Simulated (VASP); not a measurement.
Runs of VASP 6.6.1 on YGe3Sb. The structure is that of space group Pm-3m (No. 221), or close to it. The cells are those of the table. 

```tsv
task	cell	k mesh	cutoff (eV)	gap on the mesh (eV)	pressure (GPa)	relaxed volume (Å³/atom)
single point	a = 5.252 Å, 5 atoms	8 × 8 × 8	520	none	(a)	-
relaxation of cell and atoms	relaxed from a = 5.204 Å, 5 atoms	8 × 8 × 8	600	none	0.0	29.01
single point	a = 5.204 Å, 5 atoms	4 × 4 × 4	520	none	0.2	-
relaxation of cell and atoms	relaxed from a = 4.675 Å, 5 atoms	4 × 4 × 4	600	none	-0.2	28.33
```

Alike in all rows: level PBE; potentials or basis VASP PAW PBE potentials, release 64 (Y_sv, Ge_d, Sb); no spin polarisation; smearing gaussian 0.1 eV.

**Question.** Fill in the values left out.

**Answer.** (a) 0.1.

Caveats: spin-orbit coupling is left out, which moves the levels of the heavy elements; the volume moved by over 15 % at a fixed basis, so the end points are rough (some runs).

A k mesh can miss the band edges, and the runs leave out spin-orbit coupling on Ge, Sb, Y.

A gap of «none» marks levels without a gap at the run's occupations.
